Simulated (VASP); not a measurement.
# TaN (P6/mmm) in VASP: notebook

The runs below take TaN through single point, relaxation of cell and atoms, with PBEsol.

All numbers are computed with VASP 6.6.1; they aren't measurements. Logs are shortened: lines on timing, memory, paths and dates and some standing lists are left out, and cuts for length are marked.

## 1. The cell of the first run

The structure is hexagonal, space group P6/mmm (No. 191). Conventional cell: a = 5.214 Å, b = 5.214 Å, c = 2.897 Å, α = 90.00°, β = 90.00°, γ = 120.00°. Ta (site symmetry 6/mmm) has 6 N at 2.61 Å and 14 Ta at 2.90 to 3.34 Å within 3.4 Å. Within 2.8 Å of Ta (site symmetry -6m2) lie 6 N at 2.09 Å. Within 2.8 Å of N (site symmetry mmm) lie 6 Ta at 2.09 to 2.61 Å and 4 N at 2.61 Å.

## 2. Single point, PBEsol

The input, INCAR:

```
SYSTEM = TaN
PREC = Accurate
ENCUT = 520
EDIFF = 1E-7
ISMEAR = -1
SIGMA = 0.1
LREAL = .False.
LASPH = .True.
NELM = 60
ALGO = Normal
ISIF = 2
LWAVE = .False.
LCHARG = .False.
GGA = PS
NBANDS = 33
```

The input, KPOINTS:

```
Automatic mesh
0
Gamma
  5 5 7
  0 0 0
```

The input, POSCAR:

```
TaN
1.0
    5.2135581694      0.0000000000      0.0000000000
   -2.6067790847      4.5150738188      0.0000000000
    0.0000000000      0.0000000000      2.8971139362
Ta N
3 3
Direct
    0.0000000000      0.0000000000      0.0000000000
    0.3333333333      0.6666666667      0.5000000000
    0.6666666667      0.3333333333      0.5000000000
    0.5000000000      0.0000000000      0.0000000000
    0.5000000000      0.5000000000      0.0000000000
    0.0000000000      0.5000000000      0.0000000000
```

Potentials or basis: VASP PAW PBE potentials, release 64 (Ta_pv, N).

Started as:

```sh
$ cat potpaw_PBE.64/Ta_pv/POTCAR potpaw_PBE.64/N/POTCAR > POTCAR
$ mpirun -np 1 vasp_std > vasp.out
```

OUTCAR:

```text
SYSTEM = TaN
   PREC = Accurate
   ENCUT = 520
   EDIFF = 1E-7
   ISMEAR = -1
   LREAL = .False.
   LASPH = .True.
   NELM = 60
   ISIF = 2
   GGA = PS

 ion  position               nearest neighbor table
   1  0.000  0.000  0.000-   5 2.61   6 2.61   6 2.61   5 2.61   4 2.61   4 2.61   3 3.34   3 3.34
                             2 3.34   2 3.34   2 3.34   3 3.34   2 3.34   3 3.34   2 3.34   3 3.34
   2  0.333  0.667  0.500-   4 2.09   4 2.09   6 2.09   6 2.09   5 2.09   5 2.09   3 3.01   3 3.01
                             3 3.01   1 3.34   1 3.34   1 3.34   1 3.34   1 3.34   1 3.34
   3  0.667  0.333  0.500-   4 2.09   4 2.09   6 2.09   6 2.09   5 2.09   5 2.09   2 3.01   2 3.01
                             2 3.01   1 3.34   1 3.34   1 3.34   1 3.34   1 3.34   1 3.34
   4  0.500  0.000  0.000-   2 2.09   3 2.09   2 2.09   3 2.09   1 2.61   1 2.61
   5  0.500  0.500  0.000-   2 2.09   3 2.09   2 2.09   3 2.09   1 2.61   1 2.61
   6  0.000  0.500  0.000-   2 2.09   3 2.09   2 2.09   3 2.09   1 2.61   1 2.61

  LATTYP: Found a hexagonal cell.
 ALAT       =     5.2135581694
 C/A-ratio  =     0.5556884266

  Lattice vectors:

 A1 = (   5.2135581694,   0.0000000000,   0.0000000000)
 A2 = (  -2.6067790847,   4.5150738188,   0.0000000000)
 A3 = (   0.0000000000,   0.0000000000,   2.8971139362)

Analysis of symmetry for initial positions (statically):
=====================================================================
 Subroutine PRICEL returns:
 Original cell was already a primitive cell.

 Routine SETGRP: Setting up the symmetry group for a
 hexagonal supercell.

 Subroutine GETGRP returns: Found 24 space group operations
 (whereof 24 operations were pure point group operations)
 out of a pool of 24 trial point group operations.

The static configuration has the point symmetry D_6h.

Analysis of symmetry for dynamics (positions and initial velocities):
=====================================================================
 Subroutine PRICEL returns:
 Original cell was already a primitive cell.

 Routine SETGRP: Setting up the symmetry group for a
 hexagonal supercell.

 Subroutine GETGRP returns: Found 24 space group operations
 (whereof 24 operations were pure point group operations)
 out of a pool of 24 trial point group operations.

The dynamic configuration has the point symmetry D_6h.

 Subroutine INISYM returns: Found 24 space group operations
 (whereof 24 operations are pure point group operations),
 and found     1 'primitive' translations

----------------------------------------------------------------------------------------

                                     Primitive cell

  volume of cell :      68.1969

  direct lattice vectors                    reciprocal lattice vectors
     5.213558169  0.000000000  0.000000000     0.191807585  0.110740161  0.000000000
    -2.606779085  4.515073819  0.000000000     0.000000000  0.221480321  0.000000000
     0.000000000  0.000000000  2.897113936     0.000000000  0.000000000  0.345171099

  length of vectors
     5.213558169  5.213558169  2.897113936     0.221480321  0.221480321  0.345171099

  position of ions in fractional coordinates (direct lattice)
     0.000000000  0.000000000  0.000000000
     0.333333333  0.666666667  0.500000000
     0.666666667  0.333333333  0.500000000
     0.500000000  0.000000000  0.000000000
     0.500000000  0.500000000  0.000000000
     0.000000000  0.500000000  0.000000000

  ion indices of the primitive-cell ions
   primitive index   ion index
                 1           1
                 2           2
                 3           3
                 4           4
                 5           5
                 6           6

----------------------------------------------------------------------------------------

 KPOINTS: Automatic mesh

Automatic generation of k-mesh.
 Grid dimensions read from file:
 generate k-points for:    5    5    7

 Generating k-lattice:

  Cartesian coordinates                     Fractional coordinates (reciprocal lattice)
     0.038361517  0.022148032  0.000000000     0.200000000  0.000000000  0.000000000
     0.000000000  0.044296064  0.000000000     0.000000000  0.200000000  0.000000000
     0.000000000  0.000000000  0.049310157     0.000000000  0.000000000  0.142857143

  Length of vectors
     0.044296064  0.044296064  0.049310157

  Shift w.r.t. Gamma in fractional coordinates (k-lattice)
     0.000000000  0.000000000  0.000000000

 Subroutine IBZKPT returns following result:
 ===========================================

 Found     20 irreducible k-points:

 Following reciprocal coordinates:
            Coordinates               Weight
  0.000000  0.000000  0.000000      1.000000
  0.200000 -0.000000  0.000000      6.000000
  0.400000 -0.000000  0.000000      6.000000
  0.200000  0.200000  0.000000      6.000000
  0.400000  0.200000  0.000000      6.000000
  0.000000  0.000000  0.142857      2.000000
[... 12 lines left out ...]
  0.200000  0.200000  0.428571     12.000000
  0.400000  0.200000  0.428571     12.000000
   k-points           NKPTS =     20   k-points in BZ     NKDIM =     20   number of bands    NBANDS=     33
   number of dos      NEDOS =    301   number of ions     NIONS =      6
   total plane-waves  NPLWV =  38400
   dimension x,y,z NGX =    40 NGY =   40 NGZ =   24
   dimension x,y,z NGXF=    80 NGYF=   80 NGZF=   48
   ions per type =               3   3
   NGX,Y,Z   is equivalent  to a cutoff of  12.75, 12.75, 13.77 a.u.
   NGXF,Y,Z  is equivalent  to a cutoff of  25.51, 25.51, 27.54 a.u.
 SYSTEM =  TaN
   PREC   = accura    normal or accurate (medium, high low for compatibility)
   ISTART =      0    job   : 0-new  1-cont  2-samecut
   ICHARG =      2    charge: 1-file 2-atom 10-const
   ISPIN  =      1    spin polarized calculation?
   LNONCOLLINEAR =      F non collinear calculations
   LSORBIT =      F    spin-orbit coupling
   LASPH  =      T    aspherical Exc in radial PAW
   ENCUT  =  520.0 eV  38.22 Ry    6.18 a.u.   9.69  9.69  5.39*2*pi/ulx,y,z
   NELM   =     60;   NELMIN=  2; NELMDL= -5     # of ELM steps
   EDIFF  = 0.1E-06   stopping-criterion for ELM
   LREAL  =      F    real-space projection
   EDIFFG = 0.1E-05   stopping-criterion for IOM
   NSW    =      0    number of steps for IOM
   IBRION =     -1    ionic relax: 0-MD 1-quasi-New 2-CG
   NFREE  =      0    steps in history (QN), initial steepest desc. (CG)
   ISIF   =      2    stress and relaxation
   ISYM   =      2    0-nonsym 1-usesym 2-fastsym
   POTIM  = 0.5000    time-step for ionic-motion
   TEBEG  =    0.0;   TEEND  =   0.0 temperature during run
   PSTRESS=    0.0 pullay stress
   NELECT =      48.0000    total number of electrons
   NUPDOWN=      -1.0000    fix difference up-down
   EMIN   =  10.00;   EMAX   =-10.00  energy-range for DOS
   EFERMI =   0.00;   METHOD = LEGACY
   ISMEAR =    -1;   SIGMA  =   0.10  broadening in eV -4-tet -1-fermi 0-gaus
   EFERMI_NEDOS =   21; number of points for ismear=-14 and -15
   IALGO  =     38    algorithm
   IMIX   =      4    mixing-type and parameters
     AMIX     =   0.40;   BMIX     =  1.00
     AMIX_MAG =   1.60;   BMIX_MAG =  1.00
  volume/ion in A,a.u.               =      11.37        76.70
  Fermi-wavevector in a.u.,A,eV,Ry     =   1.456242  2.751899 28.853088  2.120642
  Thomas-Fermi vector in A             =   2.573183
   LORBIT       =      0    0 simple, 1 ext, 2 COOP (PROOUT), +10 PAW based schemes
   GGA     = PS    functional components
   LHFCALC =     F    Hartree Fock is set to
   AEXX    =    0.0000 exact exchange contribution
   IVDW    =     0    specifies the selected vdW correction
   LEPSILON=     F    determine dielectric tensor
   LRPA    =     F    only Hartree local field effects (RPA)
 non-spin polarized calculation
  energy-cutoff  :      520.00
  volume of cell :       68.20
 maximum number of plane-waves:      1850
 NGX is ok and might be reduce to    40
   NGX = 19   NGY = 19   NGZ = 11

 number of electron      47.9999998 magnetization

 Free energy of the ion-electron system (eV)
  ---------------------------------------------------
  ext. energy  EPLUGINS =         0.00000000
  ---------------------------------------------------
  free energy    TOTEN  =       -68.74746470 eV

  energy without entropy =      -68.71701649  energy(sigma->0) =      -68.73224060

 E-fermi :   8.1385     XC(G=0): -13.1648

 val. band max:        8.0182149853   @ k =   0.0000   0.0000   0.2857
 cond. band min:       8.2382221785   @ k =   0.2000  -0.0000   0.2857
 fundamental gap:      0.2200071933
 Fermi energy:         8.1384573782

 k-point     1 :       0.0000    0.0000    0.0000
  band No.  band energies     occupation
      1     -28.1504      2.00000
      2     -28.1504      2.00000
      3     -27.7636      2.00000
      4     -27.7636      2.00000
      5     -27.5264      2.00000
      6     -27.4187      2.00000
[... 25 lines left out ...]
     32      11.2634      0.00000
     33      11.2634      0.00000

 k-point     2 :       0.2000   -0.0000    0.0000
  band No.  band energies     occupation
      1     -28.1765      2.00000
      2     -28.1317      2.00000
      3     -27.7495      2.00000
      4     -27.7278      2.00000
      5     -27.5151      2.00000
      6     -27.4562      2.00000
[... 25 lines left out ...]
     32      11.4086      0.00000
     33      11.6045      0.00000
[... 610 lines left out ...]
     32      11.8534      0.00000
     33      13.2231      0.00000

 k-point    20 :       0.4000    0.2000    0.4286
  band No.  band energies     occupation
      1     -28.3728      2.00000
      2     -28.3185      2.00000
      3     -28.0393      2.00000
      4     -27.8509      2.00000
      5     -27.7373      2.00000
      6     -27.5451      2.00000
[... 25 lines left out ...]
     32      12.0082      0.00000
     33      13.7632      0.00000

------------------------ aborting loop because EDIFF is reached ----------------------------------------

  FORCE on cell =-STRESS in cart. coord.  units (eV):
  Direction    XX          YY          ZZ          XY          YZ          ZX
  --------------------------------------------------------------------------------------
  -------------------------------------------------------------------------------------
  Total        0.3436918      0.3436918      0.4977331      0.0000000     -0.0000000      0.0000000
  in kB        8.0744889      8.0744889     11.6934437      0.0000000     -0.0000000      0.0000000
  external PRESSURE =       9.2808072 kB  Pullay stress =       0.0000000 kB

 VOLUME and BASIS-vectors are now :
 -----------------------------------------------------------------------------
  energy-cutoff  :      520.00
  volume of cell :       68.20
      direct lattice vectors                 reciprocal lattice vectors
     5.213558169  0.000000000  0.000000000     0.191807585  0.110740161  0.000000000
    -2.606779085  4.515073819  0.000000000     0.000000000  0.221480321  0.000000000
     0.000000000  0.000000000  2.897113936     0.000000000  0.000000000  0.345171099

 POSITION                                       TOTAL-FORCE (eV/Angst)
 -----------------------------------------------------------------------------------
      0.00000      0.00000      0.00000        -0.000000      0.000000     -0.000000
     -0.00000      3.01005      1.44856         0.000000      0.000000      0.000000
      2.60678      1.50502      1.44856        -0.000000     -0.000000     -0.000000
      2.60678      0.00000      0.00000        -0.000000      0.000000     -0.000000
      1.30339      2.25754      0.00000        -0.000000      0.000000     -0.000000
     -1.30339      2.25754      0.00000        -0.000000      0.000000     -0.000000
 -----------------------------------------------------------------------------------
    total drift:                               -0.000000      0.000000     -0.000000

  FREE ENERGIE OF THE ION-ELECTRON SYSTEM (eV)
  ---------------------------------------------------
  free  energy   TOTEN  =       -68.7474646998 eV

  energy  without entropy=      -68.7170164924  energy(sigma->0) =      -68.73224060
```

Run time: 45 s. Hardware: 1 thread of Intel Xeon Platinum 8259CL at 2.50GHz (Skylake/Cascade Lake), shared host; peak memory 0.2 GiB.

Results:

```yaml
Free_energy: -68.7475 eV
Pressure: 0.9 GPa
Band_gap_on_the_k_mesh: zero (band 24 reaches 8.75 eV, above the bottom of band 25 at 6.70 eV)
```

Caveat: the PAW data sets were made with another functional, which shifts forces and pressure a little; spin-orbit coupling is left out, which moves the levels of the heavy elements.

## 3. Relaxation of cell and atoms, PBEsol

This run uses another cell than the first one, of 11.31 Å³/atom, 0.995 times its volume.

The input, INCAR:

```
SYSTEM = TaN
  PREC = Accurate
  ENCUT = 600
  EDIFF = 1E-7
  ISMEAR = -1
  SIGMA = 0.1
  LREAL = .FALSE.
  LASPH = .TRUE.
  NELM = 80
  ALGO = Normal
  ISIF = 3
  LWAVE = .FALSE.
  LCHARG = .FALSE.
  GGA = PS
  IBRION = 2
  NSW = 80
  EDIFFG = -0.02
```

The input, KPOINTS:

```
regular mesh
0
G
  5 5 7
  0 0 0
```

Changes to POSCAR since step 2:

```diff
@@ -2,5 +2,5 @@
 1.0
-    5.2135581694      0.0000000000      0.0000000000
-   -2.6067790847      4.5150738188      0.0000000000
-    0.0000000000      0.0000000000      2.8971139362
+    5.1910000000      0.0000000000      0.0000000000
+   -2.5955000000      4.4955378700      0.0000000000
+    0.0000000000      0.0000000000      2.9080000000
 Ta N
```

Potentials or basis: VASP PAW PBE potentials, release 64 (Ta_pv, N).

Started as:

```sh
$ cat potpaw_PBE.64/Ta_pv/POTCAR potpaw_PBE.64/N/POTCAR > POTCAR
$ mpirun -np 1 vasp_std > vasp.out
```

It took 2.8 min on 1 thread of Intel Xeon Platinum 8259CL at 2.50GHz (Skylake/Cascade Lake), shared host; peak memory 0.22 GiB.

It converged, with:

| Item | Value |
| --- | --- |
| Free energy | -68.7533 eV |
| Relaxed volume | 11.40 Å³/atom |
| Relaxed cell | a = 5.218 Å, b = 5.218 Å, c = 2.900 Å, α = 90.00°, β = 90.00°, γ = 120.00° |
| Space group after relaxing (to 0.05 Å) | P6/mmm (No. 191) |
| Energy gained by relaxing | 1.0 meV/atom |
| Ionic steps | 5 |
| Pressure after relaxing | 0.0 GPa |
| Band gap on the k mesh | zero (band 24 reaches 8.71 eV, above the bottom of band 25 at 6.68 eV) |

Step by step:
| step | energy change (eV) | largest force (eV/Å) | pressure (GPa) | volume (Å³) |
| --- | --- | --- | --- | --- |
| 1 | 0.0000 | 0.0000 | 1.80 | 67.86 |
| 2 | 0.0015 | 0.0000 | -3.27 | 69.11 |
| 3 | -0.0049 | 0.0000 | -0.62 | 68.44 |
| 4 | -0.0048 | 0.0000 | 0.63 | 68.31 |
| 5 | -0.0060 | 0.0000 | 0.00 | 68.38 |

Final structure:
```yaml
crystal:
  lattice:
    - [5.21809, 0.00000, 0.00000]
    - [-2.60905, 4.51900, 0.00000]
    - [0.00000, 0.00000, 2.89968]
  atoms:
    - { symbol: Ta, position: [0.00000, 0.00000, 0.00000] }
    - { symbol: Ta, position: [0.33333, 0.66667, 0.50000] }
    - { symbol: Ta, position: [0.66667, 0.33333, 0.50000] }
    - { symbol: N, position: [0.50000, 0.00000, 0.00000] }
    - { symbol: N, position: [0.50000, 0.50000, 0.00000] }
    - { symbol: N, position: [0.00000, 0.50000, 0.00000] }
```

Levels at points of the mesh, in eV from the Fermi level:
```tsv
k point	band 20	band 21	band 22	band 23	band 24	band 25	band 26	band 27	band 28
(0.00, 0.00, 0.00)	-3.20	-3.20	-2.66	-2.29	-1.43	-1.43	0.71	0.71	0.96
```

Caveat: the PAW data sets were made with another functional, which shifts forces and pressure a little; spin-orbit coupling is left out, which moves the levels of the heavy elements.

## 4. Single point, PBEsol

The input, INCAR:

```
SYSTEM = TaN
PREC = Accurate
ENCUT = 600
EDIFF = 1E-6
ISMEAR = -1
SIGMA = 0.1
LREAL = .False.
LASPH = .True.
NELM = 120
ALGO = Normal
ISIF = 2
LWAVE = .False.
LCHARG = .False.
GGA = PS
NBANDS = 36
GGA_COMPAT = .False.
```

The input, KPOINTS:

```
Automatic mesh
0
Gamma
  5 5 7
  0 0 0
```

Changes to POSCAR since step 3:

```diff
@@ -2,5 +2,5 @@
 1.0
-    5.1910000000      0.0000000000      0.0000000000
-   -2.5955000000      4.4955378700      0.0000000000
-    0.0000000000      0.0000000000      2.9080000000
+    5.2135581694      0.0000000000      0.0000000000
+   -2.6067790847      4.5150738188      0.0000000000
+    0.0000000000      0.0000000000      2.8971139362
 Ta N
```

Potentials or basis: VASP PAW PBE potentials, release 64 (Ta_sv_GW, N).

Started as:

```sh
$ cat potpaw_PBE.64/Ta_sv_GW/POTCAR potpaw_PBE.64/N/POTCAR > POTCAR
$ mpirun -np 1 vasp_std > vasp.out
```

It used 200 s of CPU time on 1 thread of AMD EPYC 7R13 Processor (Zen 3), with other jobs on the host.

The run converged. Its results:

- Free energy: -76.3844 eV
- Pressure: 0.2 GPa
- Band gap on the k mesh: zero (band 27 reaches 12.73 eV, above the bottom of band 28 at 10.69 eV)

Stress tensor (GPa, compression positive):
```
0.09 0.00 0.00
0.00 0.09 0.00
0.00 0.00 0.29
```

Levels at points of the mesh, in eV from the Fermi level:
| k point | band 24 | band 25 | band 26 | band 27 | band 28 | band 29 | band 30 | band 31 |
| --- | --- | --- | --- | --- | --- | --- | --- | --- |
| (0.00, 0.00, 0.00) | -3.21 | -2.68 | -2.30 | -1.43 | -1.43 | 0.72 | 0.72 | 0.96 |

Caveat: the PAW data sets were made with another functional, which shifts forces and pressure a little; spin-orbit coupling is left out, which moves the levels of the heavy elements.

## 5. Overview

```tsv
task	potentials or basis	cell	cutoff (eV)	second run	gap on the mesh (eV)	pressure (GPa)
single point	VASP PAW PBE potentials, release 64 (Ta_pv, N)	a = 5.214, b = 5.214, c = 2.897 Å, angles 90.0, 90.0, 120.0°, 6 atoms	520	-	none	0.9
relaxation of cell and atoms	VASP PAW PBE potentials, release 64 (Ta_pv, N)	relaxed from a = 5.191, b = 5.191, c = 2.908 Å, angles 90.0, 90.0, 120.0°, 6 atoms	600	-	none	0.0
single point	VASP PAW PBE potentials, release 64 (Ta_sv_GW, N)	a = 5.214, b = 5.214, c = 2.897 Å, angles 90.0, 90.0, 120.0°, 6 atoms	600	valence_matched	none	0.2
```

Alike in all rows: level PBEsol; no spin polarisation; k mesh 5 × 5 × 7; smearing fermi-dirac 0.1 eV.

Caveats: the PAW data sets were made with another functional, which shifts forces and pressure a little; spin-orbit coupling is left out, which moves the levels of the heavy elements.

Total energies depend on the potentials used, so only differences within one code and one set of settings carry meaning.
